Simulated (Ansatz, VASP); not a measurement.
## Pd2Au: VASP beside Ansatz

```
Pd Au
1.0
     4.56018    0.00000    0.00000
    -2.28009    3.94923    0.00000
     0.00000    0.00000    2.73755
Pd Au
2 1
Direct
  0.33333 0.66667 0.50000
  0.66667 0.33333 0.50000
  0.00000 0.00000 0.00000
```

Alike in both runs: task single point; functional PBE; k mesh 12 × 12 × 16; no spin polarisation.

|  | VASP | Ansatz |
| --- | --- | --- |
| version | VASP 6.6.1 | Ansatz 0.2.0 |
| potentials or method | VASP PAW PBE potentials, release 64 (Pd, Au), cutoff 520 eV | scalar-relativistic, plane waves, PAW |
| occupations | methfessel-paxton of order 1, width 0.1 eV | methfessel-paxton of order 1, width 0.15 eV |
| valence electrons in the cell | 31 | 55 |

```csv
,VASP,Ansatz,Ansatz less VASP
gap on the k mesh at the Fermi level (eV),none,none,-
pressure (GPa),-0.3,0.0,+0.25
"traceless stress, the component that is largest in VASP (GPa)",0.14,0.05,-0.095
```

A gap of «none» marks a metal or a gap that the smearing closes. VASP's potentials hold 31 valence electrons a cell and Ansatz's 55, so a difference there can come from the potentials and not from the codes.

Spin-orbit coupling is off throughout.
